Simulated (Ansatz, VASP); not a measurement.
## NaMg3O4: VASP beside Ansatz

Contents of INCAR:

```
  PREC = Accurate
  ENCUT = 500
  EDIFF = 1E-7
  ISMEAR = 0
  SIGMA = 0.1
  LREAL = False
  LASPH = True
  NELM = 60
  ALGO = Fast
  ISIF = 2
  LWAVE = False
  LCHARG = False
  GGA = PE
  NBANDS = 26
```

Contents of KPOINTS:

```
Automatic mesh
0
Gamma
  6 6 6
```

Contents of POSCAR:

```
NaMg3O4
1.0
    4.3537536500      0.0000000000      0.0000000000
    0.0000000000      4.3537536500      0.0000000000
    0.0000000000      0.0000000000      4.3537536500
Mg Na O
3 1 4
Direct
    0.5000000000      0.5000000000      0.0000000000
    0.5000000000      0.0000000000      0.5000000000
    0.0000000000      0.5000000000      0.5000000000
    0.0000000000      0.0000000000      0.0000000000
    0.0000000000      0.5000000000      0.0000000000
    0.0000000000      0.0000000000      0.5000000000
    0.5000000000      0.5000000000      0.5000000000
    0.5000000000      0.0000000000      0.0000000000
```

The input input.yaml:

```yaml
crystal:
  lattice:
    - [4.35375365, 0.0, 0.0]
    - [0.0, 4.35375365, 0.0]
    - [0.0, 0.0, 4.35375365]
  atoms:
    - { symbol: Mg, position: [0.5, 0.5, 0.0] }
    - { symbol: Mg, position: [0.5, 0.0, 0.5] }
    - { symbol: Mg, position: [0.0, 0.5, 0.5] }
    - { symbol: Na, position: [0.0, 0.0, 0.0] }
    - { symbol: O, position: [0.0, 0.5, 0.0] }
    - { symbol: O, position: [0.0, 0.0, 0.5] }
    - { symbol: O, position: [0.5, 0.5, 0.5] }
    - { symbol: O, position: [0.5, 0.0, 0.0] }
hamiltonian:
  xc: pbe
  pseudopotentials: { kind: paw }
kpoints:
  mp_grid: { grid: [6, 6, 6] }
scf:
  occupations: { method: gaussian, width: 0.1 }
output:
  forces: true
  stress: true
  eigenvalues: true
  write_density: true
  write_potential: true
  elf: true
  volumetric_format: npy
```

Alike in both runs: task single point; functional PBE; k mesh 6 × 6 × 6; occupations gaussian, width 0.1 eV; no spin polarisation.

```csv
,VASP,Ansatz
version,VASP 6.6.1,Ansatz 0.2.0
potentials or method,"VASP PAW PBE potentials, release 64 (Mg, Na, O)",Ansatz PAW
plane-wave cutoff (eV),500,420
valence electrons in the cell,31,63
```

Ansatz gave:

```
gap on the k mesh at the Fermi level (eV) : none
pressure (GPa)                            : -0.9
```

Question: What did VASP give for the same quantities?

Answer: gap on the k mesh at the Fermi level (eV): none; pressure (GPa): -2.4.

A gap of «none» marks a metal or a gap that the smearing closes. The functional is the same, so the differences come from potentials, cutoffs and numerics. VASP's potentials hold 31 valence electrons a cell and Ansatz's 63, so a difference there can come from the potentials and not from the codes.
